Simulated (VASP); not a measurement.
Set up this calculation in VASP 6.6.1, as the native input.

| Quantity | Value |
| --- | --- |
| Task | single point |
| Functional | LDA |
| Potentials or basis | VASP PAW LDA potentials, release 64 (Pb_d, S) |
| Cutoff | 520 eV |
| k mesh | 10 × 10 × 10 |
| Occupations | gaussian, width 0.03 eV |
| Spin | no spin polarisation |
| Dipole correction | no |
| Further INCAR settings | ALGO = Normal; EDIFF = 1e-06; NBANDS = 17 |

The structure of PbS lies in POSCAR:

```
PbS
1.0
    0.0000000000      2.9650000000      2.9650000000
    2.9650000000      0.0000000000      2.9650000000
    2.9650000000      2.9650000000      0.0000000000
Pb S
1 1
Direct
    0.0000000000      0.0000000000      0.0000000000
    0.5737774030      0.5737774030      0.4262225970
```

This cell differs from its parent crystal: all S atoms moved +0.438 Å, as atom 2 along Cartesian [0 0 1].

One way to write it, as run:

INCAR

```
ALGO = Normal ; EDIFF = 1E-6
ENCUT = 520 ; ISIF = 2
ISMEAR = 0 ; LASPH = True
LCHARG = True ; LELF = True
LREAL = False ; LVHAR = True
LWAVE = False ; NBANDS = 17
NELM = 80 ; PREC = Accurate
SIGMA = 0.03
```

KPOINTS

```
k-points
0
Gamma
  10 10 10
```

Potentials or basis: VASP PAW LDA potentials, release 64 (Pb_d, S).

Launch:

```console
$ cat potpaw_LDA.64/Pb_d/POTCAR potpaw_LDA.64/S/POTCAR > POTCAR
$ mpirun -np 1 vasp_std > vasp.out
```

Results of the run:

| Quantity | Value |
| --- | --- |
| Pressure | 0.9 GPa |
| Largest force | 1.107 eV/Å |
| Band gap on the k mesh | 1.31 eV, indirect (least direct gap 1.34 eV) |

Caveat: the cell differs from its parent crystal (all S atoms moved +0.438 Å, as atom 2 along Cartesian [0 0 1]); spin-orbit coupling is left out, which moves the levels of the heavy elements; forces of over 1 eV/Å act on the atoms, so gaps and moduli don't describe the material at rest.

It took 47 s on 1 thread of Intel(R) Xeon(R) 6975P-C (Granite Rapids), with other jobs on the host, peak memory 0.21 GiB.
